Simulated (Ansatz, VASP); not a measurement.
# InSb in VASP and in Ansatz

Contents of INCAR:

```
SYSTEM = InSb
ALGO = Normal
EDIFF = 1E-8
ENCUT = 520
ISIF = 2
ISMEAR = -1
LASPH = .True.
LCHARG = .False.
LEFG = .True.
LREAL = .False.
LWAVE = .False.
NBANDS = 16
NELM = 60
PREC = Accurate
SIGMA = 0.03
```

File KPOINTS:

```
k-points
0
Gamma
  10 10 10
  0 0 0
```

File POSCAR:

```
InSb
1.0
    0.0000000000      3.2391000000      3.3038820000
    3.2391000000      0.0000000000      3.3038820000
    3.2391000000      3.2391000000      0.0000000000
In Sb
1 1
Direct
    0.0000000000      0.0000000000      0.0000000000
    0.7500000000      0.7500000000      0.7500000000
```

Input for Ansatz:

```yaml
crystal:
  lattice:
    - [0.0, 3.2391, 3.303882]
    - [3.2391, 0.0, 3.303882]
    - [3.2391, 3.2391, 0.0]
  atoms:
    - { symbol: In, position: [0.0, 0.0, 0.0] }
    - { symbol: Sb, position: [0.75, 0.75, 0.75] }
kpoints:
  mp_grid: { grid: [10, 10, 10] }
scf:
  occupations: { method: fermi_dirac, width: 0.03 }
hamiltonian:
  xc: lda
  pseudopotentials: { kind: paw }
output:
  forces: true
  stress: true
  eigenvalues: true
  efg: { contact_densities: true }
```

Change from the starting cell: zz strain of +2 %, PAW files.

Alike in both runs: task electric field gradients; functional LDA; k mesh 10 × 10 × 10; occupations fermi-dirac, width 0.03 eV; no spin polarisation.

|  | VASP | Ansatz |
| --- | --- | --- |
| version | VASP 6.6.1 | Ansatz 0.2.0 |
| potentials or method | VASP PAW LDA potentials, release 64 (In_d, Sb) | PAW with Ansatz's default frozen-core files, scalar-relativistic |
| plane-wave cutoff (eV) | 520 | 420 |
| valence electrons in the cell | 18 | 28 |

|  | VASP | Ansatz | Ansatz less VASP |
| --- | --- | --- | --- |
| pressure (GPa) | -1.3 | -1.4 | -0.07 |
| traceless stress, the component that is largest in VASP (GPa) | -0.40 | -0.40 | 0.000 |
| size of Vzz on the site where it differs most (V/Å²) | 4.7 | 5.1 | +0.41 |

LDA's correlation is that of Perdew and Zunger in VASP and of Perdew and Wang (1992) in Ansatz. VASP's potentials hold 18 valence electrons a cell and Ansatz's 28, so a difference there can come from the potentials and not from the codes.

Spin-orbit coupling is off throughout.
